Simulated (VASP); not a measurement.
Here is a VASP 6.6.1 calculation.

File INCAR:

```
PREC     = Accurate       # precision mode
ENCUT    = 520            # plane-wave cutoff, eV
EDIFF    = 1E-6           # SCF threshold, eV
ISMEAR   = 0              # smearing method
SIGMA    = 0.02           # smearing width, eV
LREAL    = F              # projectors in reciprocal space
LASPH    = T              # aspherical terms in the spheres
NELM     = 60             # most SCF steps
ALGO     = Normal         # electronic algorithm
ISIF     = 2              # what is computed and relaxed
LWAVE    = F              # write WAVECAR
LCHARG   = T              # write CHGCAR
GGA      = PE             # functional
LELF     = T              # ELF
LVHAR    = T            
NBANDS   = 28             # bands
```

KPOINTS

```
regular mesh
0
Gamma
  8 8 6
```

Contents of POSCAR:

```
PbO
1.0
    4.0777741440     -0.0794880000     -0.0717776640
   -0.0794880000      4.0777741440     -0.0717776640
   -0.0906973200     -0.0906973200      5.0880393000
Pb O
2 2
Direct
   -0.0045901447      0.4981077468      0.2423220268
    0.5018922532      0.0045901447      0.7576779732
    0.0024414050     -0.0024414050      0.0000000000
    0.5002564864      0.4997435136      0.0000000000
```

Potentials or basis: VASP PAW PBE potentials, release 64 (Pb_d, O).

Command:

```sh
$ cat potpaw_PBE.64/Pb_d/POTCAR potpaw_PBE.64/O/POTCAR > POTCAR
$ mpirun -np 1 vasp_std > vasp.out
```

(1) Predict the largest force.

(2) Estimate the band gap on the k mesh.

## Answers

(1) 0.814 eV/Å.

(2) 1.19 eV (least direct gap 1.71 eV).

Caveat: the cell differs from its parent crystal (strained and its atoms moved); spin-orbit coupling is left out, which moves the levels of the heavy elements.
